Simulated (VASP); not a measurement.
SnSe, 2 atoms in the cell. The typed cell holds 2 atoms: a = 4.271 Å, b = 4.170 Å, c = 4.181 Å, α = 58.78°, β = 60.84°, γ = 61.72°. 

* Program: VASP 6.6.1
* Task: single point
* Functional: PBEsol
* Dispersion: D3(BJ)
* Potentials or basis: VASP PAW PBE potentials, release 64 (Sn_d, Se)
* Cutoff: 500 eV
* k mesh: 4 × 4 × 4
* Occupations: gaussian, width 0.01 eV
* Spin: no spin polarisation
* Dipole correction: no
* Further INCAR settings: ALGO = Normal; EDIFF = 1e-06; NBANDS = 17

Potentials or basis: VASP PAW PBE potentials, release 64 (Sn_d, Se).

The run is started by

```bash
$ cat potpaw_PBE.64/Sn_d/POTCAR potpaw_PBE.64/Se/POTCAR > POTCAR
$ mpirun -np 1 vasp_std > vasp.out
```

Hardware: 1 thread of Intel Xeon 8259CL, on a shared host.

Q: How long does it take, and how much memory?

A: Wall time 46 s on 1 thread of Intel Xeon 8259CL, with other jobs on the host, peak memory 0.2 GiB. Counts: scf iterations 12, k points 36.
